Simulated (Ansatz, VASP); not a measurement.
SrO in VASP and in Ansatz

INCAR

```
SYSTEM = SrO
ALGO = Normal ; EDIFF = 1E-7
EDIFFG = -0.001 ; ENCUT = 600
GGA = PE ; GGA_COMPAT = .False.
IBRION = 2 ; ISIF = 3
ISMEAR = 0 ; LASPH = .True.
LCHARG = .False. ; LREAL = .False.
LWAVE = .False. ; NELM = 120
NELMIN = 4 ; NSW = 80
PREC = Accurate ; SIGMA = 0.01
```

KPOINTS

```
k-points
0
Gamma
  8 8 8
  0 0 0
```

Contents of POSCAR:

```
SrO
1.0
    0.0000000000      2.8068086803      2.8068086803
    2.8068086803      0.0000000000      2.8068086803
    2.8068086803      2.8068086803      0.0000000000
Sr O
1 1
Direct
    0.5000000000      0.5000000000      0.5000000000
    0.2500000000      0.2500000000      0.2500000000
```

Input for Ansatz:

```yaml
crystal:
  lattice:
    - [0.0, 2.8068086803, 2.8068086803]
    - [2.8068086803, 0.0, 2.8068086803]
    - [2.8068086803, 2.8068086803, 0.0]
  atoms:
    - { symbol: Sr, position: [0.5, 0.5, 0.5] }
    - { symbol: O, position: [0.25, 0.25, 0.25] }
basis:
  ecutwfc: 420
kpoints:
  mp_grid: { grid: [8, 8, 8] }
hamiltonian:
  xc: pbe
scf:
  occupations: { method: fixed }
output:
  forces: true
  stress: true
  eigenvalues: true
relax:
  adjacent_minimum: "off"
  f_tol: 0.001
  max_steps: 60
  cell: { stress_tol: 0.01 }
```

Alike in both runs: task relaxation of cell and atoms; functional PBE; k mesh 8 × 8 × 8; no spin polarisation.

|  | VASP | Ansatz |
| --- | --- | --- |
| version | VASP 6.6.1 | Ansatz 0.2.0 |
| potentials or method | VASP PAW PBE potentials, release 64 (Sr_sv, O), cutoff 600 eV | scalar-relativistic, plane waves, PAW |
| occupations | gaussian, width 0.01 eV | fixed |
| valence electrons in the cell | 16 | 16 |

Ansatz gave:

| Property | Result |
| --- | --- |
| gap on the k mesh at the Fermi level, each at its own relaxed structure (eV) | 2.48 |
| relaxed volume (Å³/atom) | 22.11 |
| relaxed cell length with the largest relative difference (Å) | 3.969 |

Q: Which values does VASP return?

A: gap on the k mesh at the Fermi level, each at its own relaxed structure (eV): 2.47; relaxed volume (Å³/atom): 22.24; relaxed cell length with the largest relative difference (Å): 3.977.
